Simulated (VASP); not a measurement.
# ZrPdSe4 (P6/mmm) in VASP: further runs, part 2 of 2

VASP 6.6.1.

### Step 4. Single point, PBE

This run uses another cell than the first one, of 20.14 Å³/atom.

Input file INCAR:

```
PREC = Accurate
ENCUT = 520
EDIFF = 1E-6
ISMEAR = 0
SIGMA = 0.1
LREAL = False
LASPH = True
NELM = 80
ALGO = Normal
ISIF = 2
LWAVE = False
LCHARG = True
GGA = PE
LELF = True
LVHAR = True
NBANDS = 32
```

Input file KPOINTS:

```
Automatic mesh
0
Gamma
  12 12 8
```

Input file POSCAR:

```
ZrPdSe4
1.0
    4.9278109885      0.0000000000      0.0000000000
   -2.4639054943      4.2676095011      0.0000000000
    0.0000000000      0.0000000000      5.7459167424
Zr Pd Se
1 1 4
Direct
    0.0000000000      0.0000000000      0.5000000000
    0.0000000000      0.0000000000      0.0000000000
    0.6666666667      0.3333333333      0.2748661719
    0.3333333333      0.6666666667      0.7251338281
    0.3333333333      0.6666666667      0.2748661719
    0.6666666667      0.3333333333      0.7251338281
```

Potentials or basis: VASP PAW PBE potentials, release 64 (Zr_sv, Pd, Se).

Launch:

```
$ cat potpaw_PBE.64/Zr_sv/POTCAR potpaw_PBE.64/Pd/POTCAR potpaw_PBE.64/Se/POTCAR > POTCAR
$ mpirun -np 1 vasp_std > vasp.out
```

OUTCAR:

```text
PREC = Accurate
   ENCUT = 520
   EDIFF = 1E-6
   ISMEAR = 0
   LREAL = False
   LASPH = True
   NELM = 80
   ISIF = 2
   GGA = PE

 ion  position               nearest neighbor table
   1  0.000  0.000  0.500-   2 2.87   2 2.87   4 3.13   5 3.13   6 3.13   3 3.13   3 3.13   6 3.13
                             4 3.13   5 3.13   3 3.13   6 3.13   4 3.13   5 3.13
   2  0.000  0.000  0.000-   1 2.87   1 2.87
   3  0.667  0.333  0.275-   6 2.59   1 3.13   1 3.13   1 3.13
   4  0.333  0.667  0.725-   5 2.59   1 3.13   1 3.13   1 3.13
   5  0.333  0.667  0.275-   4 2.59   1 3.13   1 3.13   1 3.13
   6  0.667  0.333  0.725-   3 2.59   1 3.13   1 3.13   1 3.13

  LATTYP: Found a hexagonal cell.
 ALAT       =     4.9278109885
 C/A-ratio  =     1.1660180871

  Lattice vectors:

 A1 = (   4.9278109885,   0.0000000000,   0.0000000000)
 A2 = (  -2.4639054943,   4.2676095011,   0.0000000000)
 A3 = (   0.0000000000,   0.0000000000,   5.7459167424)

Analysis of symmetry for initial positions (statically):
=====================================================================
 Subroutine PRICEL returns:
 Original cell was already a primitive cell.

 Routine SETGRP: Setting up the symmetry group for a
 hexagonal supercell.

 Subroutine GETGRP returns: Found 24 space group operations
 (whereof 24 operations were pure point group operations)
 out of a pool of 24 trial point group operations.

The static configuration has the point symmetry D_6h.

Analysis of symmetry for dynamics (positions and initial velocities):
=====================================================================
 Subroutine PRICEL returns:
 Original cell was already a primitive cell.

 Routine SETGRP: Setting up the symmetry group for a
 hexagonal supercell.

 Subroutine GETGRP returns: Found 24 space group operations
 (whereof 24 operations were pure point group operations)
 out of a pool of 24 trial point group operations.

The dynamic configuration has the point symmetry D_6h.

 Subroutine INISYM returns: Found 24 space group operations
 (whereof 24 operations are pure point group operations),
 and found     1 'primitive' translations

----------------------------------------------------------------------------------------

                                     Primitive cell

  volume of cell :     120.8365

  direct lattice vectors                    reciprocal lattice vectors
     4.927810989  0.000000000  0.000000000     0.202929861  0.117161610  0.000000000
    -2.463905494  4.267609501  0.000000000     0.000000000  0.234323220  0.000000000
     0.000000000  0.000000000  5.745916742     0.000000000  0.000000000  0.174036632

  length of vectors
     4.927810989  4.927810989  5.745916742     0.234323220  0.234323220  0.174036632

  position of ions in fractional coordinates (direct lattice)
     0.000000000  0.000000000  0.500000000
     0.000000000  0.000000000  0.000000000
     0.666666667  0.333333333  0.274866172
     0.333333333  0.666666667  0.725133828
     0.333333333  0.666666667  0.274866172
     0.666666667  0.333333333  0.725133828

  ion indices of the primitive-cell ions
   primitive index   ion index
                 1           1
[... 23 lines left out ...]

  Shift w.r.t. Gamma in fractional coordinates (k-lattice)
     0.000000000  0.000000000  0.000000000

 Subroutine IBZKPT returns following result:
 ===========================================

 Found     95 irreducible k-points:

 Following reciprocal coordinates:
            Coordinates               Weight
  0.000000  0.000000  0.000000      1.000000
  0.083333 -0.000000  0.000000      6.000000
  0.166667 -0.000000  0.000000      6.000000
  0.250000  0.000000  0.000000      6.000000
  0.333333 -0.000000  0.000000      6.000000
  0.416667  0.000000  0.000000      6.000000
[... 16 lines left out ...]
  0.250000  0.000000  0.125000     12.000000
  0.333333 -0.000000  0.125000     12.000000
 [... further k-points ...]
   k-points           NKPTS =     95   k-points in BZ     NKDIM =     95   number of bands    NBANDS=     32
   number of dos      NEDOS =    301   number of ions     NIONS =      6
   total plane-waves  NPLWV =  76800
   dimension x,y,z NGX =    40 NGY =   40 NGZ =   48
   dimension x,y,z NGXF=    80 NGYF=   80 NGZF=   96
   ions per type =               1   1   4
   NGX,Y,Z   is equivalent  to a cutoff of  13.49, 13.49, 13.89 a.u.
   NGXF,Y,Z  is equivalent  to a cutoff of  26.99, 26.99, 27.78 a.u.
 SYSTEM =  unknown system
   PREC   = accura    normal or accurate (medium, high low for compatibility)
   ISTART =      0    job   : 0-new  1-cont  2-samecut
   ICHARG =      2    charge: 1-file 2-atom 10-const
   ISPIN  =      1    spin polarized calculation?
   LNONCOLLINEAR =      F non collinear calculations
   LSORBIT =      F    spin-orbit coupling
   LASPH  =      T    aspherical Exc in radial PAW
   ENCUT  =  520.0 eV  38.22 Ry    6.18 a.u.   9.16  9.16 10.68*2*pi/ulx,y,z
   NELM   =     80;   NELMIN=  2; NELMDL= -5     # of ELM steps
   EDIFF  = 0.1E-05   stopping-criterion for ELM
   LREAL  =      F    real-space projection
   EDIFFG = 0.1E-04   stopping-criterion for IOM
   NSW    =      0    number of steps for IOM
   IBRION =     -1    ionic relax: 0-MD 1-quasi-New 2-CG
   NFREE  =      0    steps in history (QN), initial steepest desc. (CG)
   ISIF   =      2    stress and relaxation
   ISYM   =      2    0-nonsym 1-usesym 2-fastsym
   POTIM  = 0.5000    time-step for ionic-motion
   TEBEG  =    0.0;   TEEND  =   0.0 temperature during run
   PSTRESS=    0.0 pullay stress
   NELECT =      46.0000    total number of electrons
   NUPDOWN=      -1.0000    fix difference up-down
   EMIN   =  10.00;   EMAX   =-10.00  energy-range for DOS
   EFERMI =   0.00;   METHOD = LEGACY
   ISMEAR =     0;   SIGMA  =   0.10  broadening in eV -4-tet -1-fermi 0-gaus
   EFERMI_NEDOS =   21; number of points for ismear=-14 and -15
   IALGO  =     38    algorithm
   IMIX   =      4    mixing-type and parameters
     AMIX     =   0.40;   BMIX     =  1.00
     AMIX_MAG =   1.60;   BMIX_MAG =  1.00
  volume/ion in A,a.u.               =      20.14       135.91
  Fermi-wavevector in a.u.,A,eV,Ry     =   1.186483  2.242127 19.153483  1.407741
  Thomas-Fermi vector in A             =   2.322654
   LORBIT       =      0    0 simple, 1 ext, 2 COOP (PROOUT), +10 PAW based schemes
   GGA     = PE    functional components
   LHFCALC =     F    Hartree Fock is set to
   AEXX    =    0.0000 exact exchange contribution
   IVDW    =     0    specifies the selected vdW correction
   LEPSILON=     F    determine dielectric tensor
   LRPA    =     F    only Hartree local field effects (RPA)
 non-spin polarized calculation
 Gauss-broadening in eV      SIGMA  =   0.10
  energy-cutoff  :      520.00
  volume of cell :      120.84
 maximum number of plane-waves:      3274
 NGX is ok and might be reduce to    40
   NGX = 19   NGY = 19   NGZ = 21

 number of electron      46.0000000 magnetization

 Free energy of the ion-electron system (eV)
  ---------------------------------------------------
  ext. energy  EPLUGINS =         0.00000000
  ---------------------------------------------------
  free energy    TOTEN  =       -27.59710334 eV

  energy without entropy =      -27.57525864  energy(sigma->0) =      -27.58618099

 E-fermi :   7.0071     XC(G=0): -10.8790

 val. band max:        6.9979031078   @ k =   0.3333   0.0833   0.0000
 cond. band min:       7.0146642627   @ k =   0.2500   0.2500   0.5000
 fundamental gap:      0.0167611549
 Fermi energy:         7.0070544084

 k-point     1 :       0.0000    0.0000    0.0000
  band No.  band energies     occupation
      1     -43.0089      2.00000
      2     -20.9984      2.00000
      3     -20.9984      2.00000
      4     -20.9703      2.00000
      5      -9.0668      2.00000
      6      -6.6227      2.00000
[... 829 lines left out ...]
     31      10.9256      0.00000
     32      11.1796      0.00000

 [... further k-points ...]
[... 5 lines left out ...]
  --------------------------------------------------------------------------------------
  -------------------------------------------------------------------------------------
  Total        0.0416726      0.0416726      0.0628380     -0.0000000      0.0000000     -0.0000000
  in kB        0.5525386      0.5525386      0.8331727     -0.0000000      0.0000000     -0.0000000
  external PRESSURE =       0.6460833 kB  Pullay stress =       0.0000000 kB

 VOLUME and BASIS-vectors are now :
 -----------------------------------------------------------------------------
  energy-cutoff  :      520.00
  volume of cell :      120.84
      direct lattice vectors                 reciprocal lattice vectors
     4.927810989  0.000000000  0.000000000     0.202929861  0.117161610  0.000000000
    -2.463905494  4.267609501  0.000000000     0.000000000  0.234323220  0.000000000
     0.000000000  0.000000000  5.745916742     0.000000000  0.000000000  0.174036632

 POSITION                                       TOTAL-FORCE (eV/Angst)
 -----------------------------------------------------------------------------------
      0.00000      0.00000      2.87296         0.000000      0.000000      0.000000
      0.00000      0.00000      0.00000         0.000000      0.000000      0.000000
      2.46391      1.42254      1.57936        -0.000000      0.000000     -0.009377
     -0.00000      2.84507      4.16656        -0.000000     -0.000000      0.009377
     -0.00000      2.84507      1.57936         0.000000      0.000000     -0.009377
      2.46391      1.42254      4.16656         0.000000      0.000000      0.009377
 -----------------------------------------------------------------------------------
    total drift:                                0.000000     -0.000000     -0.000000

  FREE ENERGIE OF THE ION-ELECTRON SYSTEM (eV)
  ---------------------------------------------------
  free  energy   TOTEN  =       -27.5971033438 eV

  energy  without entropy=      -27.5752586379  energy(sigma->0) =      -27.58618099
```

stdout:

```text
POSCAR found type information on POSCAR ZrPdSe
 POSCAR found :  3 types and       6 ions
 scaLAPACK will be used
 LDA part: xc-table for (Slater+PW92), standard interpolation
 POSCAR, INCAR and KPOINTS ok, starting setup
 FFT: planning ... GRIDC
 FFT: planning ... GRID_SOFT
 FFT: planning ... GRID
 WAVECAR not read
 entering main loop
```

Run time: 3.4 min. Hardware: 1 thread of Intel Xeon 6975P-C (Granite Rapids), shared host; peak memory 0.51 GiB.

What came out:

```
Free energy            : -27.5971 eV
Pressure               : 0.1 GPa
Largest force          : 0.009 eV/Å
Band gap on the k mesh : zero (bands 23 and 24 overlap by 1.36 eV)
```

Forces in eV/Å, atoms in the order of the input:
```
Zr   0.000  0.000  0.000
Pd   0.000  0.000  0.000
Se   0.000  0.000 -0.009
Se   0.000  0.000  0.009
Se   0.000  0.000 -0.009
Se   0.000  0.000  0.009
```

### Step 5. Summary

| task | spin | cell | k mesh | cutoff (eV) | gap on the mesh (eV) | pressure (GPa) | largest force (eV/Å) |
| --- | --- | --- | --- | --- | --- | --- | --- |
| single point | collinear | a = 3.985, b = 3.985, c = 8.848 Å, angles 90.0, 90.0, 120.0°, 6 atoms, atomic positions A | 6 × 6 × 2 | 520 | none | 18.2 | 0.55 |
| relaxation of cell and atoms | off | relaxed from a = 4.927, b = 4.927, c = 5.671 Å, angles 90.0, 90.0, 120.0°, 6 atoms, atomic positions B | 6 × 6 × 4 | 600 | none | -0.1 | 0.02 |
| single point | off | a = 4.928, b = 4.928, c = 5.746 Å, angles 90.0, 90.0, 120.0°, 6 atoms, atomic positions C | 12 × 12 × 8 | 520 | none | 0.1 | 0.01 |

Alike in all rows: level PBE; potentials or basis VASP PAW PBE potentials, release 64 (Zr_sv, Pd, Se); smearing gaussian 0.1 eV.

Caveats: the cell stands under pressure (at least some runs).

Absolute energies hang on the potentials; compare differences alone.
